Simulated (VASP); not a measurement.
# Sr (Fm-3m) in VASP: a series of runs

Runs on Sr. Level: r2SCAN. Tasks: single point, relaxation of volume and atoms at fixed shape.

Program: VASP 6.6.1. These are calculated values, not measurements. Logs are shortened: lines on timing, memory, paths and dates and some standing lists are left out, and cuts for length are marked.

### Step 1. The cell of the first run

Symmetry: Fm-3m, No. 225, cubic system. The conventional cell has a = 6.085 Å, b = 6.085 Å, c = 6.085 Å, α = 90.00°, β = 90.00°, γ = 90.00°. Within 5.6 Å of Sr (site symmetry m-3m) lie 12 Sr at 4.30 Å.

### Step 2. Single point, r2SCAN

File POSCAR:

```
Sr
1.0
    0.0000000000      3.0423500000      3.0423500000
    3.0423500000      0.0000000000      3.0423500000
    3.0423500000      3.0423500000      0.0000000000
Sr
1
Direct
    0.0000000000      0.0000000000      0.0000000000
```

File INCAR.step1:

```
SYSTEM = Sr
PREC = Accurate ; ENCUT = 520
ISMEAR = 0 ; SIGMA = 0.05
LREAL = .FALSE. ; LASPH = .TRUE.
NELM = 100 ; NBANDS = 11
GGA = PE ; ALGO = Normal
EDIFF = 1E-4 ; LWAVE = .TRUE.
LCHARG = .FALSE.
```

File INCAR.step2:

```
SYSTEM = Sr
PREC = Accurate ; ENCUT = 520
EDIFF = 1E-6 ; ISMEAR = 0
SIGMA = 0.05 ; LREAL = .FALSE.
LASPH = .TRUE. ; NELM = 100
ALGO = Normal ; ISIF = 2
LWAVE = .FALSE. ; LCHARG = .TRUE.
METAGGA = R2SCAN ; LMIXTAU = .TRUE.
LELF = .TRUE. ; LVHAR = .TRUE.
NBANDS = 11 ; ISTART = 1
```

File KPOINTS:

```
Automatic mesh
0
G
  6 6 6
  0 0 0
```

Potentials or basis: VASP PAW PBE potentials, release 64 (Sr_sv).

Command:

```
$ cat potpaw_PBE.64/Sr_sv/POTCAR > POTCAR
$ cp INCAR.step1 INCAR
$ mpirun -np 1 vasp_std > vasp.out
$ cp INCAR.step2 INCAR
$ mpirun -np 1 vasp_std > vasp.out
```

OUTCAR:

```text
SYSTEM = Sr
   PREC = Accurate
   ENCUT = 520
   EDIFF = 1E-6
   ISMEAR = 0
   LREAL = .FALSE.
   LASPH = .TRUE.
   NELM = 100
   ISIF = 2
   METAGGA = R2SCAN
   ISTART = 1

 ion  position               nearest neighbor table
   1  0.000  0.000  0.000-

  LATTYP: Found a face centered cubic cell.
 ALAT       =     6.0847000000

  Lattice vectors:

 A1 = (   0.0000000000,   3.0423500000,   3.0423500000)
 A2 = (   3.0423500000,   0.0000000000,   3.0423500000)
 A3 = (   3.0423500000,   3.0423500000,   0.0000000000)

Analysis of symmetry for initial positions (statically):
=====================================================================
 Subroutine PRICEL returns:
 Original cell was already a primitive cell.

 Routine SETGRP: Setting up the symmetry group for a
 face centered cubic supercell.

 Subroutine GETGRP returns: Found 48 space group operations
 (whereof 48 operations were pure point group operations)
 out of a pool of 48 trial point group operations.

The static configuration has the point symmetry O_h .

Analysis of symmetry for dynamics (positions and initial velocities):
=====================================================================
 Subroutine PRICEL returns:
 Original cell was already a primitive cell.

 Routine SETGRP: Setting up the symmetry group for a
 face centered cubic supercell.

 Subroutine GETGRP returns: Found 48 space group operations
 (whereof 48 operations were pure point group operations)
 out of a pool of 48 trial point group operations.

The dynamic configuration has the point symmetry O_h .

 Subroutine INISYM returns: Found 48 space group operations
 (whereof 48 operations are pure point group operations),
 and found     1 'primitive' translations

----------------------------------------------------------------------------------------

                                     Primitive cell

  volume of cell :      56.3193

  direct lattice vectors                    reciprocal lattice vectors
     0.000000000  3.042350000  3.042350000    -0.164346640  0.164346640  0.164346640
     3.042350000  0.000000000  3.042350000     0.164346640 -0.164346640  0.164346640
     3.042350000  3.042350000  0.000000000     0.164346640  0.164346640 -0.164346640

  length of vectors
     4.302532631  4.302532631  4.302532631     0.284656730  0.284656730  0.284656730

  position of ions in fractional coordinates (direct lattice)
     0.000000000  0.000000000  0.000000000

  ion indices of the primitive-cell ions
   primitive index   ion index
                 1           1

----------------------------------------------------------------------------------------

 KPOINTS: Automatic mesh

Automatic generation of k-mesh.
 Grid dimensions read from file:
 generate k-points for:    6    6    6

 Generating k-lattice:

  Cartesian coordinates                     Fractional coordinates (reciprocal lattice)
    -0.027391107  0.027391107  0.027391107     0.166666667  0.000000000  0.000000000
     0.027391107 -0.027391107  0.027391107     0.000000000  0.166666667  0.000000000
     0.027391107  0.027391107 -0.027391107     0.000000000  0.000000000  0.166666667

  Length of vectors
     0.047442788  0.047442788  0.047442788

  Shift w.r.t. Gamma in fractional coordinates (k-lattice)
     0.000000000  0.000000000  0.000000000

 Subroutine IBZKPT returns following result:
 ===========================================

 Found     16 irreducible k-points:

 Following reciprocal coordinates:
            Coordinates               Weight
  0.000000  0.000000  0.000000      1.000000
  0.166667  0.000000  0.000000      8.000000
  0.333333  0.000000  0.000000      8.000000
  0.500000  0.000000  0.000000      4.000000
  0.166667  0.166667  0.000000      6.000000
  0.333333  0.166667  0.000000     24.000000
[... 8 lines left out ...]
 -0.333333  0.333333  0.166667     24.000000
 -0.333333  0.500000  0.166667     12.000000
   k-points           NKPTS =     16   k-points in BZ     NKDIM =     16   number of bands    NBANDS=     11
   number of dos      NEDOS =    301   number of ions     NIONS =      1
   total plane-waves  NPLWV =  32768
   dimension x,y,z NGX =    32 NGY =   32 NGZ =   32
   dimension x,y,z NGXF=    64 NGYF=   64 NGZF=   64
   ions per type =               1
   NGX,Y,Z   is equivalent  to a cutoff of  12.36, 12.36, 12.36 a.u.
   NGXF,Y,Z  is equivalent  to a cutoff of  24.73, 24.73, 24.73 a.u.
 SYSTEM =  Sr
   PREC   = accura    normal or accurate (medium, high low for compatibility)
   ISTART =      1    job   : 0-new  1-cont  2-samecut
   ICHARG =      0    charge: 1-file 2-atom 10-const
   ISPIN  =      1    spin polarized calculation?
   LNONCOLLINEAR =      F non collinear calculations
   LSORBIT =      F    spin-orbit coupling
   LASPH  =      T    aspherical Exc in radial PAW
   ENCUT  =  520.0 eV  38.22 Ry    6.18 a.u.   8.00  8.00  8.00*2*pi/ulx,y,z
   NELM   =    100;   NELMIN=  2; NELMDL=  0     # of ELM steps
   EDIFF  = 0.1E-05   stopping-criterion for ELM
   LREAL  =      F    real-space projection
   EDIFFG = 0.1E-04   stopping-criterion for IOM
   NSW    =      0    number of steps for IOM
   IBRION =     -1    ionic relax: 0-MD 1-quasi-New 2-CG
   NFREE  =      0    steps in history (QN), initial steepest desc. (CG)
   ISIF   =      2    stress and relaxation
   ISYM   =      2    0-nonsym 1-usesym 2-fastsym
   POTIM  = 0.5000    time-step for ionic-motion
   TEBEG  =    0.0;   TEEND  =   0.0 temperature during run
   PSTRESS=    0.0 pullay stress
   NELECT =      10.0000    total number of electrons
   NUPDOWN=      -1.0000    fix difference up-down
   EMIN   =  10.00;   EMAX   =-10.00  energy-range for DOS
   EFERMI =   0.00;   METHOD = LEGACY
   ISMEAR =     0;   SIGMA  =   0.05  broadening in eV -4-tet -1-fermi 0-gaus
   EFERMI_NEDOS =   21; number of points for ismear=-14 and -15
   IALGO  =     38    algorithm
   IMIX   =      4    mixing-type and parameters
     AMIX     =   0.40;   BMIX     =  1.00
     AMIX_MAG =   1.60;   BMIX_MAG =  1.00
  volume/ion in A,a.u.               =      56.32       380.06
  Fermi-wavevector in a.u.,A,eV,Ry     =   0.920144  1.738819 11.519569  0.846664
  Thomas-Fermi vector in A             =   2.045416
   LORBIT       =      0    0 simple, 1 ext, 2 COOP (PROOUT), +10 PAW based schemes
   METAGGA = R2SCAN    functional components
   LHFCALC =     F    Hartree Fock is set to
   AEXX    =    0.0000 exact exchange contribution
   IVDW    =     0    specifies the selected vdW correction
   LEPSILON=     F    determine dielectric tensor
   LRPA    =     F    only Hartree local field effects (RPA)
 non-spin polarized calculation
 Gauss-broadening in eV      SIGMA  =   0.05
  energy-cutoff  :      520.00
  volume of cell :       56.32
 maximum number of plane-waves:      1527
   NGX = 15   NGY = 15   NGZ = 15

 number of electron      10.0000000 magnetization

 Free energy of the ion-electron system (eV)
  ---------------------------------------------------
  ext. energy  EPLUGINS =         0.00000000
  ---------------------------------------------------
  free energy    TOTEN  =       -15.07419795 eV

  energy without entropy =      -15.06988976  energy(sigma->0) =      -15.07204386

 E-fermi :   1.5482     XC(G=0):  -7.7101

 val. band max:        1.5282971532   @ k =  -0.3333   0.3333   0.1667
 cond. band min:       1.5894712952   @ k =  -0.3333   0.3333   0.1667
 fundamental gap:      0.0611741421
 Fermi energy:         1.5482444757

 k-point     1 :       0.0000    0.0000    0.0000
  band No.  band energies     occupation
      1     -36.5535      2.00000
      2     -17.8163      2.00000
      3     -17.8163      2.00000
      4     -17.8163      2.00000
      5      -2.2648      2.00000
      6       4.2001      0.00000
      7       4.2001      0.00000
      8       4.2001      0.00000
      9       5.6968      0.00000
     10       5.6968      0.00000
     11       8.9624      0.00000

 k-point     2 :       0.1667    0.0000    0.0000
  band No.  band energies     occupation
      1     -36.5501      2.00000
      2     -17.8641      2.00000
      3     -17.8226      2.00000
      4     -17.8226      2.00000
      5      -1.8146      2.00000
      6       3.5305      0.00000
      7       4.3546      0.00000
      8       4.3546      0.00000
      9       5.5115      0.00000
     10       5.5115      0.00000
     11       9.4774      0.00000

 k-point     3 :       0.3333    0.0000    0.0000
  band No.  band energies     occupation
      1     -36.5434      2.00000
      2     -17.9578      2.00000
      3     -17.8352      2.00000
      4     -17.8352      2.00000
      5      -0.6324      2.00000
      6       2.3907      0.00000
      7       4.1881      0.00000
      8       4.1881      0.00000
      9       6.0485      0.00000
     10       6.0485      0.00000
     11       8.1272      0.00000

 k-point     4 :       0.5000    0.0000    0.0000
  band No.  band energies     occupation
      1     -36.5400      2.00000
      2     -18.0037      2.00000
      3     -17.8415      2.00000
      4     -17.8415      2.00000
      5       0.4744      2.00000
      6       1.4695      1.97413
      7       3.9984      0.00000
      8       3.9984      0.00000
      9       6.7571      0.00000
     10       6.7571      0.00000
     11       7.6509      0.00000
[... 127 lines left out ...]
 k-point    14 :       0.5000    0.3333    0.1667
  band No.  band energies     occupation
      1     -36.5389      2.00000
      2     -17.9558      2.00000
      3     -17.8919      2.00000
      4     -17.8577      2.00000
      5       0.3128      2.00000
      6       2.3660      0.00000
      7       2.8501      0.00000
      8       4.8061      0.00000
      9       5.6779      0.00000
     10       7.0357      0.00000
     11       7.8952      0.00000

 k-point    15 :      -0.3333    0.3333    0.1667
  band No.  band energies     occupation
      1     -36.5366      2.00000
      2     -17.9613      2.00000
      3     -17.9145      2.00000
      4     -17.8682      2.00000
      5       1.5283      1.42738
      6       1.5895      0.24359
      7       2.6475      0.00000
      8       4.5108      0.00000
      9       6.1774      0.00000
     10       7.1648      0.00000
     11       7.2169      0.00000

 k-point    16 :      -0.3333    0.5000    0.1667
  band No.  band energies     occupation
      1     -36.5355      2.00000
      2     -17.9655      2.00000
      3     -17.9113      2.00000
      4     -17.8854      2.00000
      5       1.4162      1.99981
      6       2.1111      0.00000
      7       2.3481      0.00000
      8       4.6016      0.00000
      9       7.0716      0.00000
     10       7.2936      0.00000
     11       7.3234      0.00000

------------------------ aborting loop because EDIFF is reached ----------------------------------------

  FORCE on cell =-STRESS in cart. coord.  units (eV):
  Direction    XX          YY          ZZ          XY          YZ          ZX
  --------------------------------------------------------------------------------------
  -------------------------------------------------------------------------------------
  Total        0.0103644      0.0103644      0.0103644      0.0000000      0.0000000      0.0000000
  in kB        0.2948483      0.2948483      0.2948483      0.0000000      0.0000000      0.0000000
  external PRESSURE =       0.2948483 kB  Pullay stress =       0.0000000 kB

 VOLUME and BASIS-vectors are now :
 -----------------------------------------------------------------------------
  energy-cutoff  :      520.00
  volume of cell :       56.32
      direct lattice vectors                 reciprocal lattice vectors
     0.000000000  3.042350000  3.042350000    -0.164346640  0.164346640  0.164346640
     3.042350000  0.000000000  3.042350000     0.164346640 -0.164346640  0.164346640
     3.042350000  3.042350000  0.000000000     0.164346640  0.164346640 -0.164346640

 POSITION                                       TOTAL-FORCE (eV/Angst)
 -----------------------------------------------------------------------------------
      0.00000      0.00000      0.00000        -0.000000     -0.000000     -0.000000
 -----------------------------------------------------------------------------------
    total drift:                                0.000000      0.000000      0.000000

  FREE ENERGIE OF THE ION-ELECTRON SYSTEM (eV)
  ---------------------------------------------------
  free  energy   TOTEN  =       -15.0741979522 eV

  energy  without entropy=      -15.0698897643  energy(sigma->0) =      -15.07204386
```

It took 50 s on 1 thread of Intel Xeon 8259CL, shared host; peak memory 0.18 GiB.

Results:

| Quantity | Value |
| --- | --- |
| Free energy | -15.0742 eV |
| Pressure | 0.0 GPa |
| Band gap on the k mesh | zero (bands 5 and 6 overlap by 0.06 eV) |

Levels at points of the mesh, in eV from the Fermi level:
```csv
k point,band 2,band 3,band 4,band 5,band 6,band 7,band 8,band 9
"(0.00, 0.00, 0.00)",-19.36,-19.36,-19.36,-3.81,2.65,2.65,2.65,4.15
"(0.50, 0.00, 0.00)",-19.55,-19.39,-19.39,-1.07,-0.08,2.45,2.45,5.21
"(0.50, 0.50, 0.00)",-19.54,-19.43,-19.43,-0.59,0.49,0.97,5.20,5.52
```

Caveat: the PAW data sets were made with another functional, which shifts forces and pressure a little.

### Step 3. Relaxation of volume and atoms at fixed shape, r2SCAN

POSCAR is that of step 2.

File INCAR.step1:

```
SYSTEM = Sr
  PREC = Accurate
  ENCUT = 600
  ISMEAR = 0
  SIGMA = 0.05
  LREAL = .False.
  LASPH = .True.
  NELM = 60
  GGA = PE
  ALGO = Normal
  EDIFF = 1E-4
  LWAVE = .True.
  LCHARG = .False.
```

File INCAR.step2:

```
SYSTEM = Sr
  PREC = Accurate
  ENCUT = 600
  EDIFF = 1E-7
  ISMEAR = 0
  SIGMA = 0.05
  LREAL = .False.
  LASPH = .True.
  NELM = 60
  ALGO = Normal
  ISIF = 8
  LWAVE = .False.
  LCHARG = .False.
  METAGGA = R2SCAN
  LMIXTAU = .True.
  IBRION = 2
  NSW = 80
  EDIFFG = -0.03
  ISTART = 1
```

File KPOINTS:

```
Automatic mesh
0
Gamma
  6 6 6
  0 0 0
```

Potentials or basis: VASP PAW PBE potentials, release 64 (Sr_sv).

Command:

```
$ cat potpaw_PBE.64/Sr_sv/POTCAR > POTCAR
$ cp INCAR.step1 INCAR
$ mpirun -np 1 vasp_std > vasp.out
$ cp INCAR.step2 INCAR
$ mpirun -np 1 vasp_std > vasp.out
```

Wall time 86 s (1 thread of Intel Xeon 8259CL, shared host); peak memory 0.21 GiB.

The run converged. Its results:

```
Free energy             : -15.0744 eV
Pressure after relaxing : 0.0 GPa
Band gap on the k mesh  : zero (bands 5 and 6 overlap by 0.06 eV)
```

Final structure:
```
Sr
1.0
     0.00000    3.04235    3.04235
     3.04235    0.00000    3.04235
     3.04235    3.04235    0.00000
Sr
1
Direct
  0.00000 0.00000 0.00000
```

Levels at points of the mesh, in eV from the Fermi level:
| k point | band 3 | band 4 | band 5 | band 6 | band 7 | band 8 |
| --- | --- | --- | --- | --- | --- | --- |
| (0.00, 0.00, 0.00) | -19.36 | -19.36 | -3.81 | 2.65 | 2.65 | 2.65 |
| (0.50, 0.00, 0.00) | -19.39 | -19.39 | -1.07 | -0.08 | 2.45 | 2.45 |
| (0.50, 0.50, 0.00) | -19.43 | -19.43 | -0.59 | 0.49 | 0.97 | 5.20 |

Caveat: the relaxation stopped at its first step, so nothing moved; the PAW data sets were made with another functional, which shifts forces and pressure a little.
